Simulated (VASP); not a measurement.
**WSe2: single point with PBE+D3(BJ)**

Crystal: WSe2.

```
CELL_PARAMETERS angstrom
3.32779 0.00000 0.00000
-1.66389 2.88195 0.00000
0.00000 0.00000 6.80166
ATOMIC_POSITIONS crystal
W 0.00000 0.00000 0.00000
Se 0.33333 0.66667 0.22866
Se 0.33333 0.66667 0.77134
```

This cell differs from its parent crystal: c/a of the conventional cell at fixed volume 2.0439.

| Quantity | Value |
| --- | --- |
| Program | VASP 6.6.1 |
| Task | single point |
| Functional | PBE |
| Dispersion | D3(BJ) |
| Potentials or basis | VASP PAW PBE potentials, release 64 (W_sv, Se) |
| Cutoff | 520 eV |
| k mesh | 9 × 9 × 4 |
| Occupations | gaussian, width 0.05 eV |
| Spin | no spin polarisation |

```
Pressure                   : 8.5 GPa
Largest force              : 2.306 eV/Å
Band gap on the k mesh     : 0.54 eV, indirect (least direct gap 1.22 eV)
Dispersion energy per atom : -0.432 eV
```

Forces in eV/Å, atoms in the order of the input:
```
W    0.000  0.000  0.000
Se   0.000  0.000  2.306
Se   0.000  0.000 -2.306
```

Stress tensor (GPa, compression positive):
```
 4.10  0.00  0.00
 0.00  4.10  0.00
 0.00  0.00 17.44
```

Levels at points of the mesh, in eV from the valence-band top:
```csv
k point,band 9,band 10,band 11,band 12,band 13,band 14,band 15,band 16,band 17,band 18
"(0.00, 0.00, 0.00)",-3.62,-2.29,-2.29,-1.43,-0.91,2.41,2.41,2.76,2.76,3.94
"(0.00, 0.00, 0.50)",-3.61,-3.13,-2.31,-2.31,0.00,2.32,2.32,2.88,2.88,4.40
```

It took 22 s on 1 thread of Intel(R) Xeon(R) 6975P-C (Granite Rapids), on a shared host, peak memory 0.22 GiB.

Caveat: spin-orbit coupling is left out, which moves the levels of the heavy elements; forces of over 1 eV/Å act on the atoms, so gaps and moduli don't describe the material at rest. A k mesh can miss the band edges.
